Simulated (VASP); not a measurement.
# BaTiO3 (Cm) in VASP: single point with r2SCAN

Aim: the single point of BaTiO3 with r2SCAN.

Everything below comes from runs of VASP 6.6.1. Logs are shortened: lines on timing, memory, paths and dates and some standing lists are left out, and cuts for length are marked.

### 1 The cell of the first run

Symmetry: Cm, No. 8, monoclinic system. Conventional cell: a = 5.701 Å, b = 5.680 Å, c = 12.104 Å, α = 90.00°, β = 94.21°, γ = 90.00°. Within 3.7 Å of Ba (site symmetry m) lie 12 O at 2.78 to 2.93 Å and 8 Ti at 3.40 to 3.59 Å. Within 3.6 Å of Ba (site symmetry m) lie 12 O at 2.56 to 3.39 Å and 7 Ti at 2.68 to 3.60 Å. Within 3.7 Å of Ba (site symmetry m) lie 12 O at 2.78 to 2.93 Å and 8 Ti at 3.40 to 3.59 Å. Within 2.5 Å of Ti (site symmetry m) lie 6 O at 1.87 to 2.16 Å. Ti (site symmetry m) has 6 O at 1.87 to 2.16 Å within 2.5 Å. Ti (site symmetry m) has 6 O at 1.87 to 2.16 Å within 2.5 Å. O (site symmetry 1) has 2 Ti at 1.87 to 2.16 Å and 1 O at 2.50 Å and 1 Ba at 2.56 Å within 2.6 Å. O (site symmetry 1) has 2 Ti at 1.87 to 2.16 Å within 2.5 Å.

### 2 Single point, r2SCAN (the part above a cut slid along it)

The input, POSCAR:

```
BaTiO3
1.0
    2.8400536680     -1.6397057497     -2.3314328258
    0.0000000000      3.2794114995     -2.3314328258
    8.9935979505      5.1924561977      6.2169987734
Ba Ti O
3 3 9
Direct
    0.8719351190      0.8719351190      0.7515283674
    0.9830684523      0.9830684523      0.0848617007
    0.9275017856      0.9275017856      0.4181950341
    0.3299409584      0.3299409584      0.9226826165
    0.4410742918      0.4410742918      0.2560159498
    0.3855076251      0.3855076251      0.5893492831
    0.3579073492     -0.1324987407      0.9138512176
    0.4690406826     -0.0213654073      0.2471845509
    0.4134740159     -0.0769320740      0.5805178843
   -0.1324987407      0.3579073492      0.9138512176
   -0.0213654073      0.4690406826      0.2471845509
   -0.0769320740      0.4134740159      0.5805178843
    0.4973571175      0.4973571175      0.0773199142
    0.4417904508      0.4417904508      0.4106532476
    0.3862237842      0.3862237842      0.7439865809
```

The input, INCAR.step1:

```
PREC     = Accurate       # precision mode
ENCUT    = 520            # plane-wave cutoff, eV
ISMEAR   = 0              # smearing method
SIGMA    = 0.05           # smearing width, eV
LREAL    = Auto         
LASPH    = T              # aspherical terms in the spheres
NELM     = 60             # most SCF steps
NBANDS   = 73             # bands
GGA      = PE             # functional
ALGO     = Normal         # electronic algorithm
EDIFF    = 1E-4           # SCF threshold, eV
LWAVE    = T              # write WAVECAR
LCHARG   = F              # write CHGCAR
```

The input, INCAR.step2:

```
PREC     = Accurate       # precision mode
ENCUT    = 520            # plane-wave cutoff, eV
EDIFF    = 1E-7           # SCF threshold, eV
ISMEAR   = 0              # smearing method
SIGMA    = 0.05           # smearing width, eV
LREAL    = Auto         
LASPH    = T              # aspherical terms in the spheres
NELM     = 60             # most SCF steps
ALGO     = Normal         # electronic algorithm
ISIF     = 2              # what is computed and relaxed
LWAVE    = F              # write WAVECAR
LCHARG   = F              # write CHGCAR
METAGGA  = R2SCAN         # meta-GGA
LMIXTAU  = T            
NBANDS   = 73             # bands
ISTART   = 1
```

The input, KPOINTS:

```
regular mesh
0
Gamma
  6 6 2
```

Potentials or basis: VASP PAW PBE potentials, release 64 (Ba_sv, Ti_sv, O).

The run is started by

```console
> cat potpaw_PBE.64/Ba_sv/POTCAR potpaw_PBE.64/Ti_sv/POTCAR potpaw_PBE.64/O/POTCAR > POTCAR
> cp INCAR.step1 INCAR
> mpirun -np 1 vasp_std > vasp.out
> cp INCAR.step2 INCAR
> mpirun -np 1 vasp_std > vasp.out
```

OUTCAR:

```text
PREC = Accurate
   ENCUT = 520
   EDIFF = 1E-7
   ISMEAR = 0
   LREAL = Auto
   LASPH = T
   NELM = 60
   ISIF = 2
   METAGGA = R2SCAN
   ISTART = 1

 ion  position               nearest neighbor table
   1  0.872  0.872  0.752-  15 2.78   7 2.78  10 2.78   7 2.84  10 2.84   9 2.84  12 2.84  15 2.84
                            15 2.84   9 2.93  12 2.93  15 2.93   6 3.40   4 3.45   6 3.45   6 3.45
   2  0.983  0.983  0.085-   7 2.56  10 2.56   4 2.68   8 2.78  11 2.78  13 2.78  13 2.84  13 2.84
                             8 2.84  11 2.84  13 2.93   5 3.45   5 3.51   5 3.51   5 3.59   4 3.60
   3  0.928  0.928  0.418-   9 2.78  12 2.78  14 2.78  14 2.84  14 2.84   9 2.84  12 2.84   8 2.84
                            11 2.84  14 2.93   8 2.93  11 2.93   5 3.40   6 3.45   5 3.45   5 3.45
   4  0.330  0.330  0.923-  10 1.87   7 1.87  13 2.16  10 2.16   7 2.16  15 2.16   2 2.68   1 3.45
                             1 3.51   1 3.51   1 3.59   2 3.60   2 3.60
   5  0.441  0.441  0.256-  11 1.87   8 1.87  14 1.87  11 2.16   8 2.16  13 2.16   3 3.40   3 3.45
                             3 3.45   2 3.45   3 3.51   2 3.51   2 3.51   2 3.59
   6  0.386  0.386  0.589-  12 1.87   9 1.87  15 1.87  14 2.16  12 2.16   9 2.16   1 3.40   3 3.45
                             1 3.45   1 3.45   3 3.51   3 3.51   1 3.51   3 3.59
   7  0.358  0.868  0.914-   4 1.87   4 2.16   2 2.56   1 2.78   1 2.84
   8  0.469  0.979  0.247-   5 1.87   5 2.16   2 2.78   2 2.84   3 2.84   3 2.93
   9  0.413  0.923  0.581-   6 1.87   6 2.16   3 2.78   1 2.84   3 2.84   1 2.93
  10  0.868  0.358  0.914-   4 1.87   4 2.16   2 2.56   1 2.78   1 2.84
  11  0.979  0.469  0.247-   5 1.87   5 2.16   2 2.78   2 2.84   3 2.84   3 2.93
  12  0.923  0.413  0.581-   6 1.87   6 2.16   3 2.78   1 2.84   3 2.84   1 2.93
  13  0.497  0.497  0.077-   4 2.16   5 2.16   2 2.78   2 2.84   2 2.84   2 2.93
  14  0.442  0.442  0.411-   5 1.87   6 2.16   3 2.78   3 2.84   3 2.84   3 2.93
  15  0.386  0.386  0.744-   6 1.87   4 2.16   1 2.78   1 2.84   1 2.84   1 2.93

  LATTYP: Found a base centered monoclinic cell.
 ALAT       =     5.7006013602
 B/A-ratio  =     0.9964049364
 C/A-ratio  =     2.1232171027
 COS(beta)  =    -0.0734424171

  Lattice vectors:

 A1 = (  -2.8400536680,   1.6397057497,   2.3314328258)
 A2 = (   0.0000000000,  -3.2794114995,   2.3314328258)
 A3 = (   8.9935979505,   5.1924561977,   6.2169987734)

Analysis of symmetry for initial positions (statically):
=====================================================================
 Subroutine PRICEL returns:
 Original cell was already a primitive cell.

 Routine SETGRP: Setting up the symmetry group for a
 base centered monoclinic supercell.

 Subroutine GETGRP returns: Found  2 space group operations
 (whereof  2 operations were pure point group operations)
 out of a pool of  4 trial point group operations.

The static configuration has the point symmetry C_1h.

Analysis of symmetry for dynamics (positions and initial velocities):
=====================================================================
 Subroutine PRICEL returns:
 Original cell was already a primitive cell.

 Routine SETGRP: Setting up the symmetry group for a
 base centered monoclinic supercell.

 Subroutine GETGRP returns: Found  2 space group operations
 (whereof  2 operations were pure point group operations)
 out of a pool of  4 trial point group operations.

The dynamic configuration has the point symmetry C_1h.

 Subroutine INISYM returns: Found  2 space group operations
 (whereof  2 operations are pure point group operations),
 and found     1 'primitive' translations

----------------------------------------------------------------------------------------

                                     Primitive cell

  volume of cell :     195.4285

  direct lattice vectors                    reciprocal lattice vectors
     2.840053668 -1.639705750 -2.331432826     0.166270332 -0.107292286 -0.150918161
     0.000000000  3.279411500 -2.331432826    -0.009782679  0.197640474 -0.150918161
     8.993597950  5.192456198  6.216998773     0.058684337  0.033881418  0.047657865

  length of vectors
     4.023694671  4.023694671 12.103614304     0.248864922  0.248864922  0.082843672

  position of ions in fractional coordinates (direct lattice)
     0.871935119  0.871935119  0.751528367
     0.983068452  0.983068452  0.084861701
     0.927501786  0.927501786  0.418195034
     0.329940958  0.329940958  0.922682616
     0.441074292  0.441074292  0.256015950
     0.385507625  0.385507625  0.589349283
     0.357907349  0.867501259  0.913851218
[... 28 lines left out ...]

 KPOINTS: regular mesh

Automatic generation of k-mesh.
 Grid dimensions read from file:
 generate k-points for:    6    6    2

 Generating k-lattice:

  Cartesian coordinates                     Fractional coordinates (reciprocal lattice)
     0.027711722 -0.017882048 -0.025153027     0.166666667  0.000000000  0.000000000
    -0.001630446  0.032940079 -0.025153027    -0.000000000  0.166666667  0.000000000
     0.029342169  0.016940709  0.023828933    -0.000000000 -0.000000000  0.500000000

  Length of vectors
     0.041477487  0.041477487  0.041421836

  Shift w.r.t. Gamma in fractional coordinates (k-lattice)
     0.000000000  0.000000000  0.000000000

 Subroutine IBZKPT returns following result:
 ===========================================

 Found     26 irreducible k-points:

 Following reciprocal coordinates:
            Coordinates               Weight
  0.000000  0.000000  0.000000      1.000000
  0.166667  0.000000  0.000000      4.000000
  0.333333  0.000000  0.000000      4.000000
  0.500000  0.000000  0.000000      2.000000
  0.166667  0.166667 -0.000000      2.000000
  0.333333  0.166667  0.000000      4.000000
[... 16 lines left out ...]
  0.333333  0.333333  0.500000      2.000000
  0.500000  0.333333  0.500000      4.000000
 [... further k-points ...]
   k-points           NKPTS =     26   k-points in BZ     NKDIM =     26   number of bands    NBANDS=     73
   number of dos      NEDOS =    301   number of ions     NIONS =     15
   total plane-waves  NPLWV =  81000
   dimension x,y,z NGX =    30 NGY =   30 NGZ =   90
   dimension x,y,z NGXF=    60 NGYF=   60 NGZF=  180
   ions per type =               3   3   9
   NGX,Y,Z   is equivalent  to a cutoff of  12.40, 12.40, 12.36 a.u.
   NGXF,Y,Z  is equivalent  to a cutoff of  24.79, 24.79, 24.72 a.u.
 SYSTEM =  unknown system
   PREC   = accura    normal or accurate (medium, high low for compatibility)
   ISTART =      1    job   : 0-new  1-cont  2-samecut
   ICHARG =      0    charge: 1-file 2-atom 10-const
   ISPIN  =      1    spin polarized calculation?
   LNONCOLLINEAR =      F non collinear calculations
   LSORBIT =      F    spin-orbit coupling
   LASPH  =      T    aspherical Exc in radial PAW
   ENCUT  =  520.0 eV  38.22 Ry    6.18 a.u.   7.48  7.48 22.50*2*pi/ulx,y,z
   NELM   =     60;   NELMIN=  2; NELMDL=  0     # of ELM steps
   EDIFF  = 0.1E-06   stopping-criterion for ELM
   LREAL  =      T    real-space projection
   EDIFFG = 0.1E-05   stopping-criterion for IOM
   NSW    =      0    number of steps for IOM
   IBRION =     -1    ionic relax: 0-MD 1-quasi-New 2-CG
   NFREE  =      0    steps in history (QN), initial steepest desc. (CG)
   ISIF   =      2    stress and relaxation
   ISYM   =      2    0-nonsym 1-usesym 2-fastsym
   POTIM  = 0.5000    time-step for ionic-motion
   TEBEG  =    0.0;   TEEND  =   0.0 temperature during run
   PSTRESS=    0.0 pullay stress
   NELECT =     120.0000    total number of electrons
   NUPDOWN=      -1.0000    fix difference up-down
   EMIN   =  10.00;   EMAX   =-10.00  energy-range for DOS
   EFERMI =   0.00;   METHOD = LEGACY
   ISMEAR =     0;   SIGMA  =   0.05  broadening in eV -4-tet -1-fermi 0-gaus
   EFERMI_NEDOS =   21; number of points for ismear=-14 and -15
   IALGO  =     38    algorithm
   IMIX   =      4    mixing-type and parameters
     AMIX     =   0.40;   BMIX     =  1.00
     AMIX_MAG =   1.60;   BMIX_MAG =  1.00
  volume/ion in A,a.u.               =      13.03        87.92
  Fermi-wavevector in a.u.,A,eV,Ry     =   1.391466  2.629490 26.343298  1.936178
  Thomas-Fermi vector in A             =   2.515302
   LORBIT       =      0    0 simple, 1 ext, 2 COOP (PROOUT), +10 PAW based schemes
   METAGGA = R2SCAN    functional components
   LHFCALC =     F    Hartree Fock is set to
   AEXX    =    0.0000 exact exchange contribution
   IVDW    =     0    specifies the selected vdW correction
   LEPSILON=     F    determine dielectric tensor
   LRPA    =     F    only Hartree local field effects (RPA)
 non-spin polarized calculation
 Gauss-broadening in eV      SIGMA  =   0.05
  energy-cutoff  :      520.00
  volume of cell :      195.43
 maximum number of plane-waves:      5299
 NGX is ok and might be reduce to    30
   NGX = 15   NGY = 15   NGZ = 45

 number of electron     120.0000008 magnetization

 Free energy of the ion-electron system (eV)
  ---------------------------------------------------
  ext. energy  EPLUGINS =         0.00000000
  ---------------------------------------------------
  free energy    TOTEN  =      -220.03721509 eV

  energy without entropy =     -220.03721509  energy(sigma->0) =     -220.03721509

 E-fermi :   4.1578     XC(G=0): -11.8076

 val. band max:        3.8123119115   @ k =   0.5000   0.5000   0.5000
 cond. band min:       5.6454978375   @ k =   0.0000   0.0000   0.0000
 fundamental gap:      1.8331859259
 Fermi energy:         4.1577972803

 k-point     1 :       0.0000    0.0000    0.0000
  band No.  band energies     occupation
      1     -55.6823      2.00000
      2     -55.3151      2.00000
      3     -54.8763      2.00000
      4     -31.0566      2.00000
      5     -30.8557      2.00000
      6     -30.7294      2.00000
[... 1789 lines left out ...]
     71       9.5367      0.00000
     72      10.3202      0.00000

 [... further k-points ...]

 [bands above 72 left out]

------------------------ aborting loop because EDIFF is reached ----------------------------------------

  FORCE on cell =-STRESS in cart. coord.  units (eV):
  Direction    XX          YY          ZZ          XY          YZ          ZX
  --------------------------------------------------------------------------------------
  -------------------------------------------------------------------------------------
  Total       -3.2759970      0.3029952     12.4554342     -3.0994982      3.4273409      5.9363917
  in kB      -26.8575379      2.4840396    102.1131270    -25.4105515     28.0982978     48.6681968
  external PRESSURE =      25.9132096 kB  Pullay stress =       0.0000000 kB

 VOLUME and BASIS-vectors are now :
 -----------------------------------------------------------------------------
  energy-cutoff  :      520.00
  volume of cell :      195.43
      direct lattice vectors                 reciprocal lattice vectors
     2.840053668 -1.639705750 -2.331432826     0.166270332 -0.107292286 -0.150918161
     0.000000000  3.279411500 -2.331432826    -0.009782679  0.197640474 -0.150918161
     8.993597950  5.192456198  6.216998773     0.058684337  0.033881418  0.047657865

 POSITION                                       TOTAL-FORCE (eV/Angst)
 -----------------------------------------------------------------------------------
      9.23529      5.33200      0.60653        -0.033000     -0.019053     -0.015467
      3.55518      2.05258     -4.05633         1.113953      0.643141      4.181629
      6.39523      3.69229     -1.72490        -0.169511     -0.097868     -0.159496
      9.23529      5.33200      4.19785         0.192463      0.111118     -3.604841
      3.55518      2.05258     -0.46502        -0.702334     -0.405493     -0.711321
      6.39523      3.69229      1.86641        -0.489266     -0.282478     -0.503973
      9.23529      7.00316      2.82445        -0.525742      0.547390     -1.433295
      3.55518      3.72375     -1.83841         0.083978     -0.102353      0.228838
      6.39523      5.36346      0.49302         0.121946      0.028036      0.144084
     10.68256      4.49641      2.82445         0.211182     -0.729000     -1.433295
      5.00245      1.21700     -1.83841        -0.046651      0.123904      0.228838
      7.84251      2.85671      0.49302         0.085253      0.091590      0.144084
      2.10791      1.21700     -1.83841        -1.065116     -0.614945      2.004697
      4.94796      2.85671      0.49302         0.517514      0.298787      0.427375
      7.78801      4.49641      2.82445         0.705332      0.407224      0.502143
 -----------------------------------------------------------------------------------
    total drift:                                0.018266      0.010546      0.022318

  FREE ENERGIE OF THE ION-ELECTRON SYSTEM (eV)
  ---------------------------------------------------
  free  energy   TOTEN  =      -220.0372150883 eV

  energy  without entropy=     -220.0372150883  energy(sigma->0) =     -220.03721509
```

Run time: 67 min. Hardware: 1 thread of Intel Xeon 8259CL, shared host; peak memory 0.44 GiB.

What came out:

```
Free energy            : -220.0372 eV
Pressure               : 2.6 GPa
Largest force          : 4.375 eV/Å
Band gap on the k mesh : 1.83 eV (least direct gap 2.17 eV)
```

Forces in eV/Å, atoms in the order of the input:
```
Ba  -0.033 -0.019 -0.015
Ba   1.114  0.643  4.182
Ba  -0.170 -0.098 -0.159
Ti   0.192  0.111 -3.605
Ti  -0.702 -0.405 -0.711
Ti  -0.489 -0.282 -0.504
O   -0.526  0.547 -1.433
O    0.084 -0.102  0.229
O    0.122  0.028  0.144
O    0.211 -0.729 -1.433
O   -0.047  0.124  0.229
O    0.085  0.092  0.144
O   -1.065 -0.615  2.005
O    0.518  0.299  0.427
O    0.705  0.407  0.502
```

Stress tensor (GPa, compression positive):
```
-2.69 -2.54  4.87
-2.54  0.25  2.81
 4.87  2.81 10.21
```

Caveat: the cell differs from its parent crystal (the part above a cut slid along it); the stress differs along the axes, from -3 to 10 GPa; the PAW data sets were made with another functional, which shifts forces and pressure a little; spin-orbit coupling is left out, which moves the levels of the heavy elements. A k mesh can miss the band edges.
